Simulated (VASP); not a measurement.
A run of VASP 6.6.1:

File INCAR:

```
SYSTEM = InAs
PREC = Accurate
ENCUT = 600
EDIFF = 1E-7
ISMEAR = -1
SIGMA = 0.05
LREAL = .FALSE.
LASPH = .TRUE.
NELM = 100
ALGO = Normal
ISIF = 3
LWAVE = .FALSE.
LCHARG = .FALSE.
GGA = RP
IBRION = 2
NSW = 60
EDIFFG = -0.01
```

Contents of KPOINTS:

```
regular mesh
0
G
  8 8 8
  0 0 0
```

The input POSCAR:

```
InAs
1.0
    0.0000000000      2.8773040000      2.8773040000
    2.8773040000      0.0000000000      2.8773040000
    2.8773040000      2.8773040000      0.0000000000
In As
1 1
Direct
    0.5000000000      0.5000000000      0.5000000000
    0.0000000000      0.0000000000      0.0000000000
```

Potentials or basis: VASP PAW PBE potentials, release 64 (In_d, As).

Launch:

```sh
$ cat potpaw_PBE.64/In_d/POTCAR potpaw_PBE.64/As/POTCAR > POTCAR
$ mpirun -np 1 vasp_std > vasp.out
```

Hardware: 1 thread of Intel(R) Xeon(R) 6975P-C (Granite Rapids), on a shared host.

Q: How long does it take, and how much memory?

A: Run time: 30 s on 1 thread of Intel(R) Xeon(R) 6975P-C (Granite Rapids), on a shared host, peak memory 0.22 GiB. Counts: scf iterations 33, k points 29, ion steps 3.
